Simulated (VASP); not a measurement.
Here is a VASP 6.6.1 calculation.

File INCAR:

```
  PREC = Accurate
  ENCUT = 520
  EDIFF = 1E-6
  ISMEAR = 0
  SIGMA = 0.1
  LREAL = False
  LASPH = True
  NELM = 100
  ALGO = Normal
  ISIF = 2
  LWAVE = False
  LCHARG = False
  GGA = PE
  NBANDS = 13
```

Contents of KPOINTS:

```
Automatic mesh
0
Gamma
  6 6 6
```

POSCAR

```
C
1.0
    7.0883386389      0.0000000000      0.0000000000
   -3.5441693195      6.1386813320      0.0000000000
    0.0000000000      0.0000000000      1.2731892068
C
3
Direct
    0.0000000000      0.0000000000      0.0000000000
    0.3333333333      0.6666666667      0.5000000000
    0.6666666667      0.3333333333      0.5000000000
```

Potentials or basis: VASP PAW PBE potentials, release 64 (C).

Run with:

```sh
$ cat potpaw_PBE.64/C/POTCAR > POTCAR
$ mpirun -np 1 vasp_std > vasp.out
```

(1) What does it give for the pressure?

(2) Predict the band gap on the k mesh.

Answers

(1) 0.0 GPa.

(2) zero (bands 6 and 7 overlap by 14.56 eV).

Caveat: the k points lie up to 0.82 Å⁻¹ apart, too coarse for converged energies and pressures of a metal.
